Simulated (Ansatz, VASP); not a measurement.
**One calculation of Ca, two programs**

```xyz
6
Lattice="9.1724 0.0000 0.0000 0.0000 9.1724 0.0000 0.0000 0.0000 3.5554" Properties=species:S:1:pos:R:3 pbc="T T T"
Ca    1.3439    3.2423    0.0000
Ca    3.2423    7.8284    0.0000
Ca    7.8284    5.9301    0.0000
Ca    5.9301    1.3439    0.0000
Ca    0.0000    0.0000    0.0000
Ca    4.5862    4.5862    0.0000
```

Alike in both runs: functional PBE; k mesh 4 × 4 × 10; occupations gaussian, width 0.1 eV; no spin polarisation.

Ansatz relaxed the structure, and its values are those at the end. VASP's run is a single point on that final structure, the one shown.

```csv
,VASP,Ansatz
version,VASP 6.6.1,Ansatz 0.2.0
potentials or method,"VASP PAW PBE potentials, release 64 (Ca_sv), cutoff 520 eV","scalar-relativistic, plane waves, PAW"
valence electrons in the cell,60,60
```

```csv
,VASP,Ansatz,Ansatz less VASP
gap on the k mesh at the Fermi level (eV),none,none,-
pressure (GPa),0.0,0.0,0.00
```

A gap of «none» marks a metal or a gap that the smearing closes.
